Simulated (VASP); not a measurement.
## W: single point with revPBE

The system is W.

```
W
1.0
     2.57403    0.00000    0.00000
     0.00000    2.57403    0.00000
     0.00000    0.00000    2.57403
W
1
Direct
  0.00000 0.00000 0.00000
```

This cell differs from its parent crystal: volume scaled by 0.92.

```json
{
  "Program": "VASP 6.6.1",
  "Task": "single point",
  "Functional": "revPBE",
  "Potentials or basis": "VASP PAW PBE potentials, release 64 (W_sv)",
  "Cutoff": "520 eV",
  "k mesh": "13 × 13 × 13",
  "Occupations": "fermi-dirac, width 0.1 eV",
  "Spin": "no spin polarisation",
  "Dipole correction": "no",
  "Further INCAR settings": "ALGO = Normal; EDIFF = 1e-07; NBANDS = 13"
}
```

The pressure is 20.7 GPa. The band gap on the k mesh is zero (band 7 reaches 12.38 eV, above the bottom of band 8 at 9.55 eV).

Levels at points of the mesh, in eV from the Fermi level:
```
           k point  band 5  band 6  band 7  band 8  band 9  band 10
(0.00, 0.00, 0.00)   -9.00   -4.79   -4.79    5.12    5.12     5.12
```

Run time: 17 s on 1 thread of Intel Xeon 8259CL, on a shared host, peak memory 0.13 GiB.

Caveat: the PAW data sets were made with another functional, which shifts forces and pressure a little; spin-orbit coupling is left out, which moves the levels of the heavy elements.
